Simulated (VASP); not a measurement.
Write the native input for VASP 6.6.1 that does the following.

```yaml
Task: single point
Functional: PBEsol
Potentials_or_basis: VASP PAW PBE potentials, release 64 (Ti_sv, Rh_pv)
Cutoff: 500 eV
k_mesh: 6 × 6 × 6
Occupations: fermi-dirac, width 0.05 eV
Spin: no spin polarisation
Dipole_correction: no
Further_INCAR_settings: ALGO = Normal; EDIFF = 1e-06; NBANDS = 20
```

The structure of TiRh lies in POSCAR:

```
TiRh
1.0
    3.0728717591      0.0000000000      0.0000000000
    0.0000000000      3.0728717591      0.0000000000
    0.0000000000      0.0000000000      3.0728717591
Ti Rh
1 1
Direct
    0.5000000000      0.5000000000      0.5000000000
    0.0000000000      0.0000000000      0.0000000000
```

The input as run:

INCAR

```
SYSTEM = TiRh
PREC = Accurate ; ENCUT = 500
EDIFF = 1E-6 ; ISMEAR = -1
SIGMA = 0.05 ; LREAL = .False.
LASPH = .True. ; NELM = 120
ALGO = Normal ; ISIF = 2
LWAVE = .False. ; LCHARG = .False.
GGA = PS ; NBANDS = 20
GGA_COMPAT = .False.
```

KPOINTS

```
regular mesh
0
Gamma
  6 6 6
  0 0 0
```

Potentials or basis: VASP PAW PBE potentials, release 64 (Ti_sv, Rh_pv).

Run with:

```console
$ cat potpaw_PBE.64/Ti_sv/POTCAR potpaw_PBE.64/Rh_pv/POTCAR > POTCAR
$ mpirun -np 1 vasp_std > vasp.out
```

Results of the run:

```json
{"Pressure": "-0.1 GPa"}
```

Caveat: the PAW data sets were made with another functional, which shifts forces and pressure a little.

Run time: 7 s on 1 thread of Intel(R) Xeon(R) Platinum 8375C CPU @ 2.90GHz (Ice Lake), on a shared host, peak memory 0.14 GiB.
